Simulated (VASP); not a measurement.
# MoS2 (P3m1) in VASP: a series of runs

MoS2 is run at these levels: PBE+D3(BJ); tasks: single point.

Program: VASP 6.6.1. These are calculated values, not measurements. Logs are shortened: lines on timing, memory, paths and dates and some standing lists are left out, and cuts for length are marked.

## Step 1: The cell of the first run

It takes space group P3m1 (No. 156, trigonal). Conventional cell: a = 3.150 Å, b = 3.150 Å, c = 6.648 Å, α = 90.00°, β = 90.00°, γ = 120.00°. Mo (site symmetry 3m) has 6 S at 2.34 to 2.46 Å and 6 Mo at 3.15 Å within 3.2 Å. Within 3.2 Å of S (site symmetry 3m) lie 3 Mo at 2.46 Å and 7 S at 3.13 to 3.15 Å. Within 3.2 Å of S (site symmetry 3m) lie 3 Mo at 2.34 Å and 7 S at 3.13 to 3.15 Å.

## Step 2: Single point, PBE+D3(BJ) (all S atoms moved +0.087 Å, as atom 2 along Cartesian [0 0 1])

File INCAR:

```
PREC = Accurate
ENCUT = 520
EDIFF = 1E-7
ISMEAR = 0
SIGMA = 0.05
LREAL = F
LASPH = T
NELM = 80
ALGO = Normal
ISIF = 2
LWAVE = F
LCHARG = T
GGA = PE
IVDW = 12
LELF = T
LVHAR = T
NBANDS = 20
```

File KPOINTS:

```
Automatic mesh
0
Gamma
  12 12 4
```

File POSCAR:

```
MoS2
1.0
    3.1497239970      0.0000000000      0.0000000000
   -1.5748619985      2.7277409963      0.0000000000
    0.0000000000      0.0000000000      6.6475426602
Mo S
1 2
Direct
    0.0000000000      0.0000000000      0.0000000000
    0.3333333333      0.6666666667      0.2488319961
    0.3333333333      0.6666666667      0.7774935213
```

Potentials or basis: VASP PAW PBE potentials, release 64 (Mo_sv, S).

The run is started by

```sh
$ cat potpaw_PBE.64/Mo_sv/POTCAR potpaw_PBE.64/S/POTCAR > POTCAR
$ mpirun -np 1 vasp_std > vasp.out
```

OUTCAR:

```text
PREC = Accurate
   ENCUT = 520
   EDIFF = 1E-7
   ISMEAR = 0
   LREAL = F
   LASPH = T
   NELM = 80
   ISIF = 2
   GGA = PE
   IVDW = 12
 IVDW          = 12

 ion  position               nearest neighbor table
   1  0.000  0.000  0.000-   3 2.34   3 2.34   3 2.34   2 2.46   2 2.46   2 2.46
   2  0.333  0.667  0.249-   1 2.46   1 2.46   1 2.46
   3  0.333  0.667  0.777-   1 2.34   1 2.34   1 2.34

  LATTYP: Found a hexagonal cell.
 ALAT       =     3.1497239970
 C/A-ratio  =     2.1105159266

  Lattice vectors:

 A1 = (   3.1497239970,   0.0000000000,   0.0000000000)
 A2 = (  -1.5748619985,   2.7277409963,   0.0000000000)
 A3 = (   0.0000000000,   0.0000000000,   6.6475426602)

Analysis of symmetry for initial positions (statically):
=====================================================================
 Subroutine PRICEL returns:
 Original cell was already a primitive cell.

 Routine SETGRP: Setting up the symmetry group for a
 hexagonal supercell.

 Subroutine GETGRP returns: Found  6 space group operations
 (whereof  6 operations were pure point group operations)
 out of a pool of 24 trial point group operations.

The static configuration has the point symmetry C_3v.

Analysis of symmetry for dynamics (positions and initial velocities):
=====================================================================
 Subroutine PRICEL returns:
 Original cell was already a primitive cell.

 Routine SETGRP: Setting up the symmetry group for a
 hexagonal supercell.

 Subroutine GETGRP returns: Found  6 space group operations
 (whereof  6 operations were pure point group operations)
 out of a pool of 24 trial point group operations.

The dynamic configuration has the point symmetry C_3v.

 Subroutine INISYM returns: Found  6 space group operations
 (whereof  6 operations are pure point group operations),
 and found     1 'primitive' translations

----------------------------------------------------------------------------------------

                                     Primitive cell

  volume of cell :      57.1132

  direct lattice vectors                    reciprocal lattice vectors
     3.149723997  0.000000000  0.000000000     0.317488136  0.183301861  0.000000000
    -1.574861999  2.727740996  0.000000000     0.000000000  0.366603721  0.000000000
     0.000000000  0.000000000  6.647542660     0.000000000  0.000000000  0.150431528

  length of vectors
     3.149723997  3.149723997  6.647542660     0.366603721  0.366603721  0.150431528

  position of ions in fractional coordinates (direct lattice)
     0.000000000  0.000000000  0.000000000
     0.333333333  0.666666667  0.248831996
     0.333333333  0.666666667  0.777493521

  ion indices of the primitive-cell ions
   primitive index   ion index
                 1           1
                 2           2
                 3           3

----------------------------------------------------------------------------------------

 KPOINTS: Automatic mesh

Automatic generation of k-mesh.
 Grid dimensions read from file:
 generate k-points for:   12   12    4

 Generating k-lattice:

  Cartesian coordinates                     Fractional coordinates (reciprocal lattice)
     0.026457345  0.015275155  0.000000000     0.083333333  0.000000000  0.000000000
     0.000000000  0.030550310  0.000000000     0.000000000  0.083333333  0.000000000
     0.000000000  0.000000000  0.037607882     0.000000000  0.000000000  0.250000000

  Length of vectors
     0.030550310  0.030550310  0.037607882

  Shift w.r.t. Gamma in fractional coordinates (k-lattice)
     0.000000000  0.000000000  0.000000000

 Subroutine IBZKPT returns following result:
 ===========================================

 Found     69 irreducible k-points:

 Following reciprocal coordinates:
            Coordinates               Weight
  0.000000  0.000000  0.000000      1.000000
  0.083333 -0.000000  0.000000      6.000000
  0.166667  0.000000  0.000000      6.000000
  0.250000 -0.000000  0.000000      6.000000
  0.333333  0.000000  0.000000      6.000000
  0.416667 -0.000000  0.000000      6.000000
[... 16 lines left out ...]
  0.166667  0.000000  0.250000      6.000000
  0.000000  0.166667  0.250000      6.000000
 [... further k-points ...]
   k-points           NKPTS =     69   k-points in BZ     NKDIM =     69   number of bands    NBANDS=     20
   number of dos      NEDOS =    301   number of ions     NIONS =      3
   total plane-waves  NPLWV =  28800
   dimension x,y,z NGX =    24 NGY =   24 NGZ =   50
   dimension x,y,z NGXF=    48 NGYF=   48 NGZF=  100
   ions per type =               1   2
   NGX,Y,Z   is equivalent  to a cutoff of  12.67, 12.67, 12.50 a.u.
   NGXF,Y,Z  is equivalent  to a cutoff of  25.33, 25.33, 25.01 a.u.
 SYSTEM =  unknown system
   PREC   = accura    normal or accurate (medium, high low for compatibility)
   ISTART =      0    job   : 0-new  1-cont  2-samecut
   ICHARG =      2    charge: 1-file 2-atom 10-const
   ISPIN  =      1    spin polarized calculation?
   LNONCOLLINEAR =      F non collinear calculations
   LSORBIT =      F    spin-orbit coupling
   LASPH  =      T    aspherical Exc in radial PAW
   ENCUT  =  520.0 eV  38.22 Ry    6.18 a.u.   5.86  5.86 12.36*2*pi/ulx,y,z
   NELM   =     80;   NELMIN=  2; NELMDL= -5     # of ELM steps
   EDIFF  = 0.1E-06   stopping-criterion for ELM
   LREAL  =      F    real-space projection
   EDIFFG = 0.1E-05   stopping-criterion for IOM
   NSW    =      0    number of steps for IOM
   IBRION =     -1    ionic relax: 0-MD 1-quasi-New 2-CG
   NFREE  =      0    steps in history (QN), initial steepest desc. (CG)
   ISIF   =      2    stress and relaxation
   ISYM   =      2    0-nonsym 1-usesym 2-fastsym
   POTIM  = 0.5000    time-step for ionic-motion
   TEBEG  =    0.0;   TEEND  =   0.0 temperature during run
   PSTRESS=    0.0 pullay stress
   NELECT =      26.0000    total number of electrons
   NUPDOWN=      -1.0000    fix difference up-down
   EMIN   =  10.00;   EMAX   =-10.00  energy-range for DOS
   EFERMI =   0.00;   METHOD = LEGACY
   ISMEAR =     0;   SIGMA  =   0.05  broadening in eV -4-tet -1-fermi 0-gaus
   EFERMI_NEDOS =   21; number of points for ismear=-14 and -15
   IALGO  =     38    algorithm
   IMIX   =      4    mixing-type and parameters
     AMIX     =   0.40;   BMIX     =  1.00
     AMIX_MAG =   1.60;   BMIX_MAG =  1.00
  volume/ion in A,a.u.               =      19.04       128.47
  Fermi-wavevector in a.u.,A,eV,Ry     =   1.259371  2.379866 21.579049  1.586015
  Thomas-Fermi vector in A             =   2.392934
   LORBIT       =      0    0 simple, 1 ext, 2 COOP (PROOUT), +10 PAW based schemes
   GGA     = PE    functional components
   LHFCALC =     F    Hartree Fock is set to
   AEXX    =    0.0000 exact exchange contribution
   IVDW    =    12    specifies the selected vdW correction
   LEPSILON=     F    determine dielectric tensor
   LRPA    =     F    only Hartree local field effects (RPA)
 non-spin polarized calculation
 Gauss-broadening in eV      SIGMA  =   0.05
  energy-cutoff  :      520.00
  volume of cell :       57.11
 maximum number of plane-waves:      1552
   NGX = 11   NGY = 11   NGZ = 25

 number of electron      26.0000002 magnetization

 Free energy of the ion-electron system (eV)
  ---------------------------------------------------
  ext. energy  EPLUGINS =         0.00000000
  ---------------------------------------------------
  free energy    TOTEN  =       -21.68123185 eV

  energy without entropy =      -21.68123185  energy(sigma->0) =      -21.68123185

 E-fermi :   6.8015     XC(G=0): -10.3001

 val. band max:        6.5513797295   @ k =   0.0000   0.0000   0.5000
 cond. band min:       7.6117736748   @ k =   0.1667   0.1667   0.0000
 fundamental gap:      1.0603939453
 Fermi energy:         6.8015491590

 k-point     1 :       0.0000    0.0000    0.0000
  band No.  band energies     occupation
      1     -54.7753      2.00000
      2     -28.9437      2.00000
      3     -28.6987      2.00000
      4     -28.6987      2.00000
      5      -8.2022      2.00000
      6      -6.7329      2.00000
[... 12 lines left out ...]
     19      14.1565      0.00000
     20      15.4636      0.00000

 k-point     2 :       0.0833   -0.0000    0.0000
  band No.  band energies     occupation
      1     -54.7724      2.00000
      2     -28.9381      2.00000
      3     -28.7273      2.00000
      4     -28.7052      2.00000
      5      -8.0960      2.00000
      6      -6.6894      2.00000
[... 12 lines left out ...]
     19      14.2974      0.00000
     20      15.9420      0.00000

 k-point     3 :       0.1667    0.0000    0.0000
  band No.  band energies     occupation
      1     -54.7645      2.00000
      2     -28.9230      2.00000
      3     -28.8047      2.00000
      4     -28.7229      2.00000
      5      -7.7943      2.00000
      6      -6.5652      2.00000
[... 12 lines left out ...]
     19      14.8119      0.00000
     20      15.9670      0.00000

 k-point     4 :       0.2500   -0.0000    0.0000
  band No.  band energies     occupation
      1     -54.7537      2.00000
      2     -28.9127      2.00000
      3     -28.8984      2.00000
      4     -28.7469      2.00000
      5      -7.3487      2.00000
      6      -6.3800      2.00000
[... 12 lines left out ...]
     19      14.9461      0.00000
     20      15.5563      0.00000

 k-point     5 :       0.3333    0.0000    0.0000
  band No.  band energies     occupation
      1     -54.7429      2.00000
      2     -29.0123      2.00000
      3     -28.8805      2.00000
      4     -28.7708      2.00000
      5      -6.8544      2.00000
      6      -6.1672      2.00000
[... 12 lines left out ...]
     19      13.8706      0.00000
     20      14.7873      0.00000
[... 353 lines left out ...]
      6      -6.7801      2.00000
[... 12 lines left out ...]
     19      14.5972      0.00000
     20      15.7251      0.00000

 k-point    22 :       0.0000    0.0833    0.2500
  band No.  band energies     occupation
      1     -54.7724      2.00000
      2     -28.9381      2.00000
      3     -28.7273      2.00000
      4     -28.7052      2.00000
      5      -8.0439      2.00000
      6      -6.7801      2.00000
[... 12 lines left out ...]
     19      14.6036      0.00000
     20      15.7243      0.00000

 k-point    23 :       0.1667    0.0000    0.2500
  band No.  band energies     occupation
      1     -54.7645      2.00000
      2     -28.9230      2.00000
      3     -28.8047      2.00000
      4     -28.7229      2.00000
      5      -7.7430      2.00000
      6      -6.6484      2.00000
[... 12 lines left out ...]
     19      14.8832      0.00000
     20      15.9731      0.00000

 k-point    24 :       0.0000    0.1667    0.2500
  band No.  band energies     occupation
      1     -54.7645      2.00000
      2     -28.9230      2.00000
      3     -28.8047      2.00000
      4     -28.7229      2.00000
      5      -7.7428      2.00000
      6      -6.6487      2.00000
[... 12 lines left out ...]
     19      14.9156      0.00000
     20      16.0716      0.00000

 [... further k-points ...]

------------------------ aborting loop because EDIFF is reached ----------------------------------------

 Edisp (eV)   -1.19265

 E8    (eV) :    -0.4817

  FORCE on cell =-STRESS in cart. coord.  units (eV):
  Direction    XX          YY          ZZ          XY          YZ          ZX
  --------------------------------------------------------------------------------------
  -------------------------------------------------------------------------------------
  Total       0.21641     0.21641     0.12310     0.00000     0.00000    -0.00000
  in kB       6.07092     6.07092     3.45319     0.00000     0.00000    -0.00000
  external pressure =        5.20 kB  Pullay stress =        0.00 kB

 VOLUME and BASIS-vectors are now :
 -----------------------------------------------------------------------------
  energy-cutoff  :      520.00
  volume of cell :       57.11
      direct lattice vectors                 reciprocal lattice vectors
     3.149723997  0.000000000  0.000000000     0.317488136  0.183301861  0.000000000
    -1.574861999  2.727740996  0.000000000     0.000000000  0.366603721  0.000000000
     0.000000000  0.000000000  6.647542660     0.000000000  0.000000000  0.150431528

 POSITION                                       TOTAL-FORCE (eV/Angst)
 -----------------------------------------------------------------------------------
      0.00000      0.00000      0.00000        -0.000000      0.000000      2.658482
     -0.00000      1.81849      1.65412         0.000000     -0.000000     -1.202354
     -0.00000      1.81849      5.16842        -0.000000     -0.000000     -1.456128
 -----------------------------------------------------------------------------------
    total drift:                                0.000000     -0.000000      0.000091

  FREE ENERGIE OF THE ION-ELECTRON SYSTEM (eV)
  ---------------------------------------------------
  free  energy   TOTEN  =       -22.8738780050 eV

  energy  without entropy=      -22.8738780050  energy(sigma->0) =      -22.87387801
```

Wall time 2.4 min (1 thread of Intel Xeon 8259CL, shared host); peak memory 0.23 GiB.

What came out:

- Free energy: -22.8739 eV
- Pressure: 0.5 GPa
- Largest force: 2.658 eV/Å
- Band gap on the k mesh: 1.06 eV (least direct gap 1.76 eV)
- Dispersion energy per atom: -0.398 eV

Forces on the atoms (eV/Å):
```
Mo   0.000  0.000  2.658
S    0.000  0.000 -1.202
S    0.000  0.000 -1.456
```

Caveat: the cell differs from its parent crystal (all S atoms moved +0.087 Å, as atom 2 along Cartesian [0 0 1]); forces of over 1 eV/Å act on the atoms, so gaps and moduli don't describe the material at rest.

[end of part 1 of 2]
